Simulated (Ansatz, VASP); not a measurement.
## Two plane-wave programs on NaCl

```
Na Cl
1.0
     0.00000    2.87423    2.83175
     2.83175    0.00000    2.83175
     2.83175    2.87423    0.00000
Na Cl
1 1
Direct
  0.00000 0.00000 0.00000
  0.50000 0.50000 0.50000
```

Change from the starting cell: strain +0.0150 x Voigt [0, 1, 0, 0, 0, 0], atoms carried along.

Alike in both runs: task single point; functional r2SCAN; k mesh 8 × 8 × 8; occupations gaussian, width 0.05 eV; no spin polarisation.

```csv
,VASP,Ansatz
version,VASP 6.6.1,Ansatz 0.2.0
potentials or method,"VASP PAW PBE potentials, release 64 (Na_pv, Cl), cutoff 520 eV","scalar-relativistic, plane waves, PAW"
valence electrons in the cell,14,16
```

|  | VASP | Ansatz | Ansatz less VASP |
| --- | --- | --- | --- |
| gap on the k mesh at the Fermi level (eV) | 5.80 | 5.78 | -0.023 |
| least direct gap on the mesh (eV) | 5.80 | 5.78 | -0.023 |
| pressure (GPa) | -1.3 | -1.1 | +0.23 |
| traceless stress, the component that is largest in VASP (GPa) | -0.36 | -0.36 | +0.006 |

VASP's potentials were made for PBE, not for r2SCAN. VASP's potentials hold 14 valence electrons a cell and Ansatz's 16, so a difference there can come from the potentials and not from the codes.
